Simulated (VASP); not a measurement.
Ta2InC, 8 atoms in the cell. Symmetry: P6_3/mmc, No. 194, hexagonal system. Conventional cell: a = 3.168 Å, b = 3.168 Å, c = 14.533 Å, α = 90.00°, β = 90.00°, γ = 120.00°. Ta (site symmetry 3m) has 3 C at 2.19 Å within 2.9 Å. In (site symmetry -6m2) has 6 Ta at 3.04 Å and 6 In at 3.17 Å and 6 C at 4.07 Å within 4.1 Å. Within 2.9 Å of C (site symmetry -3m) lie 6 Ta at 2.19 Å. 

```yaml
Program: VASP 6.6.1
Task: single point
Functional: PBEsol
Potentials_or_basis: VASP PAW PBE potentials, release 64 (Ta_pv, In_d, C)
Cutoff: 520 eV
k_mesh: 8 × 8 × 2
Occupations: gaussian, width 0.05 eV
Spin: no spin polarisation
Dipole_correction: no
Further_INCAR_settings: ALGO = Normal; EDIFF = 1e-07; NBANDS = 49
```

Potentials or basis: VASP PAW PBE potentials, release 64 (Ta_pv, In_d, C).

Run with:

```console
$ cat potpaw_PBE.64/Ta_pv/POTCAR potpaw_PBE.64/In_d/POTCAR potpaw_PBE.64/C/POTCAR > POTCAR
$ mpirun -np 1 vasp_std > vasp.out
```

Hardware: 1 thread of Oxide Virtual Turin-like Processor (shared host).

Task: Estimate the wall time of this run.

Result: Wall time 3.8 min on 1 thread of Oxide Virtual Turin-like Processor, on a shared host, peak memory 0.25 GiB. Counts: scf iterations 16, k points 20.
